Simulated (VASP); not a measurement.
TiAl, 2 atoms in the cell. The structure is hexagonal, space group P-6m2 (No. 187). The conventional cell has a = 3.098 Å, b = 3.098 Å, c = 4.634 Å, α = 90.00°, β = 90.00°, γ = 120.00°. Ti (site symmetry -6m2) has 6 Al at 2.93 Å and 6 Ti at 3.10 Å within 3.9 Å. Al (site symmetry -6m2) has 6 Ti at 2.93 Å and 6 Al at 3.10 Å within 3.9 Å.  This cell differs from its parent crystal: strain +0.080 along x and y, +0.000 along z.

- Program: VASP 6.6.1
- Task: single point
- Functional: r2SCAN
- Potentials or basis: VASP PAW PBE potentials, release 64 (Ti_sv, Al)
- Cutoff: 520 eV
- k mesh: 24 × 24 × 14
- Occupations: gaussian, width 0.15 eV
- Spin: no spin polarisation
- Dipole correction: no
- Further INCAR settings: ALGO = Normal; EDIFF = 1e-07; NBANDS = 14

Potentials or basis: VASP PAW PBE potentials, release 64 (Ti_sv, Al).

Run with:

```sh
$ cat potpaw_PBE.64/Ti_sv/POTCAR potpaw_PBE.64/Al/POTCAR > POTCAR
$ cp INCAR.step1 INCAR
$ mpirun -np 1 vasp_std > vasp.out
$ cp INCAR.step2 INCAR
$ mpirun -np 1 vasp_std > vasp.out
```

Hardware: 1 thread of Oxide Virtual Turin-like Processor, on a shared host.

Question: Estimate the wall time of this run.

Answer: It took 20 min on 1 thread of Oxide Virtual Turin-like Processor, with other jobs on the host, peak memory 0.35 GiB. Counts: k points 488.
